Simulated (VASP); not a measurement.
**TlRu: single point with LDA**

The system is TlRu.

```
Tl Ru
1.0
     3.54715    0.00000    0.00000
    -1.77357    3.07192    0.00000
     0.00000    0.00000    4.93701
Tl Ru
1 1
Direct
  0.00000 0.00000 0.00000
  0.00000 0.00000 0.50000
```

```
Program                : VASP 6.6.1
Task                   : single point
Functional             : LDA
Potentials or basis    : VASP PAW LDA potentials, release 64 (Tl_d, Ru_pv)
Cutoff                 : 520 eV
k mesh                 : 8 × 8 × 5
Occupations            : methfessel-paxton, width 0.05 eV
Spin                   : non-collinear spin, zero start, spin-orbit coupling
Starting moments       : [[0.0, 0.0, 0.0], [0.0, 0.0, 0.0]] μB
Dipole correction      : no
Further INCAR settings : ALGO = Normal; EDIFF = 1e-06; NBANDS = 39
```

| Item | Value |
| --- | --- |
| Pressure | -6.1 GPa |
| Net moment | 0.00 μB per cell |
| Valence electrons inside the program's atomic spheres | Tl 11.36; Ru 12.42 |

Stress tensor (GPa, compression positive):
```
-16.71   0.00   0.00
  0.00 -16.71   0.00
  0.00   0.00  15.18
```

Moments on the atoms (μB; x, y, z):
```
Tl  0.00 0.00 0.00
Ru  0.00 0.00 0.00
```

Wall time 120 s on 1 thread of Intel(R) Xeon(R) Platinum 8488C (Sapphire Rapids), with other jobs on the host, peak memory 0.3 GiB.

Caveat: the stress differs along the axes, from -17 to 15 GPa.
